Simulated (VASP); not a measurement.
# CaO (m.b) (Fm-3m) in VASP: single point with PBE

Aim: the single point of CaO (m.b) with PBE.

Everything below comes from runs of VASP 6.6.1. Logs are shortened: lines on timing, memory, paths and dates and some standing lists are left out, and cuts for length are marked.

## 1. The cell of the first run

The structure is cubic, space group Fm-3m (No. 225). Conventional cell: a = 4.831 Å, b = 4.831 Å, c = 4.831 Å, α = 90.00°, β = 90.00°, γ = 90.00°. Within 3.2 Å of Ca (site symmetry m-3m) lie 6 O at 2.42 Å. Within 3.2 Å of O (site symmetry m-3m) lie 6 Ca at 2.42 Å.

## 2. Single point, PBE

Contents of INCAR:

```
  PREC = Accurate
  ENCUT = 600
  EDIFF = 1E-6
  ISMEAR = 0
  SIGMA = 0.02
  LREAL = False
  LASPH = True
  NELM = 120
  ALGO = Normal
  ISIF = 2
  LWAVE = False
  LCHARG = False
  GGA = PE
  NBANDS = 15
  GGA_COMPAT = False
```

Contents of KPOINTS:

```
Automatic mesh
0
Gamma
  8 8 8
```

Contents of POSCAR:

```
CaO
1.0
    0.0000000000      2.4153651135      2.4153651135
    2.4153651135      0.0000000000      2.4153651135
    2.4153651135      2.4153651135      0.0000000000
Ca O
1 1
Direct
    0.0000000000      0.0000000000      0.0000000000
    0.5000000000      0.5000000000      0.5000000000
```

Potentials or basis: VASP PAW PBE potentials, release 64 (Ca_sv, O).

Launch:

```console
$ cat potpaw_PBE.64/Ca_sv/POTCAR potpaw_PBE.64/O/POTCAR > POTCAR
$ mpirun -np 1 vasp_std > vasp.out
```

OUTCAR:

```text
PREC = Accurate
   ENCUT = 600
   EDIFF = 1E-6
   ISMEAR = 0
   LREAL = False
   LASPH = True
   NELM = 120
   ISIF = 2
   GGA = PE

 ion  position               nearest neighbor table
   1  0.000  0.000  0.000-   2 2.42   2 2.42   2 2.42   2 2.42   2 2.42   2 2.42
   2  0.500  0.500  0.500-   1 2.42   1 2.42   1 2.42   1 2.42   1 2.42   1 2.42

  LATTYP: Found a face centered cubic cell.
 ALAT       =     4.8307302270

  Lattice vectors:

 A1 = (   0.0000000000,   2.4153651135,   2.4153651135)
 A2 = (   2.4153651135,   0.0000000000,   2.4153651135)
 A3 = (   2.4153651135,   2.4153651135,   0.0000000000)

Analysis of symmetry for initial positions (statically):
=====================================================================
 Subroutine PRICEL returns:
 Original cell was already a primitive cell.

 Routine SETGRP: Setting up the symmetry group for a
 face centered cubic supercell.

 Subroutine GETGRP returns: Found 48 space group operations
 (whereof 48 operations were pure point group operations)
 out of a pool of 48 trial point group operations.

The static configuration has the point symmetry O_h .

Analysis of symmetry for dynamics (positions and initial velocities):
=====================================================================
 Subroutine PRICEL returns:
 Original cell was already a primitive cell.

 Routine SETGRP: Setting up the symmetry group for a
 face centered cubic supercell.

 Subroutine GETGRP returns: Found 48 space group operations
 (whereof 48 operations were pure point group operations)
 out of a pool of 48 trial point group operations.

The dynamic configuration has the point symmetry O_h .

 Subroutine INISYM returns: Found 48 space group operations
 (whereof 48 operations are pure point group operations),
 and found     1 'primitive' translations

----------------------------------------------------------------------------------------

                                     Primitive cell

  volume of cell :      28.1824

  direct lattice vectors                    reciprocal lattice vectors
     0.000000000  2.415365114  2.415365114    -0.207008041  0.207008041  0.207008041
     2.415365114  0.000000000  2.415365114     0.207008041 -0.207008041  0.207008041
     2.415365114  2.415365114  0.000000000     0.207008041  0.207008041 -0.207008041

  length of vectors
     3.415842102  3.415842102  3.415842102     0.358548444  0.358548444  0.358548444

  position of ions in fractional coordinates (direct lattice)
     0.000000000  0.000000000  0.000000000
     0.500000000  0.500000000  0.500000000

  ion indices of the primitive-cell ions
   primitive index   ion index
                 1           1
                 2           2

----------------------------------------------------------------------------------------

 KPOINTS: Automatic mesh

Automatic generation of k-mesh.
 Grid dimensions read from file:
 generate k-points for:    8    8    8

 Generating k-lattice:

  Cartesian coordinates                     Fractional coordinates (reciprocal lattice)
    -0.025876005  0.025876005  0.025876005     0.125000000  0.000000000  0.000000000
     0.025876005 -0.025876005  0.025876005     0.000000000  0.125000000  0.000000000
     0.025876005  0.025876005 -0.025876005     0.000000000  0.000000000  0.125000000

  Length of vectors
     0.044818556  0.044818556  0.044818556

  Shift w.r.t. Gamma in fractional coordinates (k-lattice)
     0.000000000  0.000000000  0.000000000

 Subroutine IBZKPT returns following result:
 ===========================================

 Found     29 irreducible k-points:

 Following reciprocal coordinates:
            Coordinates               Weight
  0.000000  0.000000  0.000000      1.000000
  0.125000  0.000000  0.000000      8.000000
  0.250000  0.000000  0.000000      8.000000
  0.375000  0.000000  0.000000      8.000000
  0.500000  0.000000  0.000000      4.000000
  0.125000  0.125000  0.000000      6.000000
[... 16 lines left out ...]
  0.500000  0.250000  0.125000     48.000000
 -0.375000  0.250000  0.125000     24.000000
 [... further k-points ...]
   k-points           NKPTS =     29   k-points in BZ     NKDIM =     29   number of bands    NBANDS=     15
   number of dos      NEDOS =    301   number of ions     NIONS =      2
   total plane-waves  NPLWV =  21952
   dimension x,y,z NGX =    28 NGY =   28 NGZ =   28
   dimension x,y,z NGXF=    56 NGYF=   56 NGZF=   56
   ions per type =               1   1
   NGX,Y,Z   is equivalent  to a cutoff of  13.63, 13.63, 13.63 a.u.
   NGXF,Y,Z  is equivalent  to a cutoff of  27.25, 27.25, 27.25 a.u.
 SYSTEM =  unknown system
   PREC   = accura    normal or accurate (medium, high low for compatibility)
   ISTART =      0    job   : 0-new  1-cont  2-samecut
   ICHARG =      2    charge: 1-file 2-atom 10-const
   ISPIN  =      1    spin polarized calculation?
   LNONCOLLINEAR =      F non collinear calculations
   LSORBIT =      F    spin-orbit coupling
   LASPH  =      T    aspherical Exc in radial PAW
   ENCUT  =  600.0 eV  44.10 Ry    6.64 a.u.   6.82  6.82  6.82*2*pi/ulx,y,z
   NELM   =    120;   NELMIN=  2; NELMDL= -5     # of ELM steps
   EDIFF  = 0.1E-05   stopping-criterion for ELM
   LREAL  =      F    real-space projection
   EDIFFG = 0.1E-04   stopping-criterion for IOM
   NSW    =      0    number of steps for IOM
   IBRION =     -1    ionic relax: 0-MD 1-quasi-New 2-CG
   NFREE  =      0    steps in history (QN), initial steepest desc. (CG)
   ISIF   =      2    stress and relaxation
   ISYM   =      2    0-nonsym 1-usesym 2-fastsym
   POTIM  = 0.5000    time-step for ionic-motion
   TEBEG  =    0.0;   TEEND  =   0.0 temperature during run
   PSTRESS=    0.0 pullay stress
   NELECT =      16.0000    total number of electrons
   NUPDOWN=      -1.0000    fix difference up-down
   EMIN   =  10.00;   EMAX   =-10.00  energy-range for DOS
   EFERMI =   0.00;   METHOD = LEGACY
   ISMEAR =     0;   SIGMA  =   0.02  broadening in eV -4-tet -1-fermi 0-gaus
   EFERMI_NEDOS =   21; number of points for ismear=-14 and -15
   IALGO  =     38    algorithm
   IMIX   =      4    mixing-type and parameters
     AMIX     =   0.40;   BMIX     =  1.00
     AMIX_MAG =   1.60;   BMIX_MAG =  1.00
  volume/ion in A,a.u.               =      14.09        95.09
  Fermi-wavevector in a.u.,A,eV,Ry     =   1.355570  2.561656 25.001668  1.837571
  Thomas-Fermi vector in A             =   2.482647
   LORBIT       =      0    0 simple, 1 ext, 2 COOP (PROOUT), +10 PAW based schemes
   GGA     = PE    functional components
   LHFCALC =     F    Hartree Fock is set to
   AEXX    =    0.0000 exact exchange contribution
   IVDW    =     0    specifies the selected vdW correction
   LEPSILON=     F    determine dielectric tensor
   LRPA    =     F    only Hartree local field effects (RPA)
 non-spin polarized calculation
 Gauss-broadening in eV      SIGMA  =   0.02
  energy-cutoff  :      600.00
  volume of cell :       28.18
 maximum number of plane-waves:       960
   NGX = 13   NGY = 13   NGZ = 13

 number of electron      15.9999999 magnetization

 Free energy of the ion-electron system (eV)
  ---------------------------------------------------
  ext. energy  EPLUGINS =         0.00000000
  ---------------------------------------------------
  free energy    TOTEN  =       -12.80757781 eV

  energy without entropy =      -12.80757781  energy(sigma->0) =      -12.80757781

 E-fermi :   2.3440     XC(G=0): -10.4017

 val. band max:        2.2636990338   @ k =   0.0000   0.0000   0.0000
 cond. band min:       5.9037277341   @ k =   0.5000   0.5000   0.0000
 fundamental gap:      3.6400287003
 Fermi energy:         2.3440201503

 k-point     1 :       0.0000    0.0000    0.0000
  band No.  band energies     occupation
      1     -35.4354      2.00000
      2     -16.2102      2.00000
      3     -16.2102      2.00000
      4     -16.2102      2.00000
      5     -13.2396      2.00000
      6       2.2637      2.00000
      7       2.2637      2.00000
      8       2.2637      2.00000
      9       6.8555      0.00000
     10       8.4519      0.00000
     11       8.4519      0.00000
     12       8.4519      0.00000
     13       9.9294      0.00000
     14       9.9294      0.00000
     15      17.2421      0.00000

 k-point     2 :       0.1250    0.0000    0.0000
  band No.  band energies     occupation
      1     -35.4214      2.00000
      2     -16.4057      2.00000
      3     -16.2179      2.00000
      4     -16.2179      2.00000
      5     -13.0328      2.00000
      6       1.7339      2.00000
      7       2.0588      2.00000
      8       2.0588      2.00000
      9       7.5364      0.00000
     10       8.4115      0.00000
     11       8.7111      0.00000
     12       8.7111      0.00000
     13      10.2876      0.00000
     14      10.2876      0.00000
     15      17.8007      0.00000

 k-point     3 :       0.2500    0.0000    0.0000
  band No.  band energies     occupation
      1     -35.3876      2.00000
      2     -16.8023      2.00000
      3     -16.2363      2.00000
      4     -16.2363      2.00000
      5     -12.6072      2.00000
      6       0.7470      2.00000
      7       1.6193      2.00000
      8       1.6193      2.00000
      9       8.4711      0.00000
     10       8.9903      0.00000
     11       9.3903      0.00000
     12       9.3903      0.00000
     13      11.1504      0.00000
     14      11.1504      0.00000
     15      18.0453      0.00000
[... 343 lines left out ...]
 k-point    23 :       0.5000    0.2500    0.1250
  band No.  band energies     occupation
      1     -35.3358      2.00000
      2     -16.9851      2.00000
      3     -16.4226      2.00000
      4     -16.3056      2.00000
      5     -12.4217      2.00000
      6       0.2884      2.00000
      7       1.2158      2.00000
      8       1.4316      2.00000
      9       8.1037      0.00000
     10       9.6672      0.00000
     11      10.6460      0.00000
     12      10.7283      0.00000
     13      12.0648      0.00000
     14      13.2269      0.00000
     15      16.8543      0.00000

 k-point    24 :      -0.3750    0.2500    0.1250
  band No.  band energies     occupation
      1     -35.3245      2.00000
      2     -17.0442      2.00000
      3     -16.4371      2.00000
      4     -16.3295      2.00000
      5     -12.3677      2.00000
      6       0.2366      2.00000
      7       1.1504      2.00000
      8       1.2288      2.00000
      9       8.9527      0.00000
     10       9.0319      0.00000
     11      10.9312      0.00000
     12      11.0876      0.00000
     13      12.3504      0.00000
     14      14.0351      0.00000
     15      15.8967      0.00000

 [... further k-points ...]

------------------------ aborting loop because EDIFF is reached ----------------------------------------

  FORCE on cell =-STRESS in cart. coord.  units (eV):
  Direction    XX          YY          ZZ          XY          YZ          ZX
  --------------------------------------------------------------------------------------
  -------------------------------------------------------------------------------------
  Total        0.0768091      0.0768091      0.0768091      0.0000000      0.0000000     -0.0000000
  in kB        4.3666155      4.3666155      4.3666155      0.0000000      0.0000000     -0.0000000
  external PRESSURE =       4.3666155 kB  Pullay stress =       0.0000000 kB

 VOLUME and BASIS-vectors are now :
 -----------------------------------------------------------------------------
  energy-cutoff  :      600.00
  volume of cell :       28.18
      direct lattice vectors                 reciprocal lattice vectors
     0.000000000  2.415365114  2.415365114    -0.207008041  0.207008041  0.207008041
     2.415365114  0.000000000  2.415365114     0.207008041 -0.207008041  0.207008041
     2.415365114  2.415365114  0.000000000     0.207008041  0.207008041 -0.207008041

 POSITION                                       TOTAL-FORCE (eV/Angst)
 -----------------------------------------------------------------------------------
      0.00000      0.00000      0.00000         0.000000     -0.000000     -0.000000
      2.41537      2.41537      2.41537        -0.000000      0.000000      0.000000
 -----------------------------------------------------------------------------------
    total drift:                                0.000000      0.000000      0.000000

  FREE ENERGIE OF THE ION-ELECTRON SYSTEM (eV)
  ---------------------------------------------------
  free  energy   TOTEN  =       -12.8075778098 eV

  energy  without entropy=      -12.8075778098  energy(sigma->0) =      -12.80757781
```

It took 11 s on 1 thread of Intel Xeon Platinum 8375C at 2.90GHz (Ice Lake), shared host; peak memory 0.16 GiB.

What came out:

```
Free energy            : -12.8076 eV
Pressure               : 0.4 GPa
Band gap on the k mesh : 3.64 eV, indirect (least direct gap 4.02 eV)
```

A k mesh can miss the band edges. Expect the measured gap to be larger: semilocal functionals such as PBE lack the derivative discontinuity.
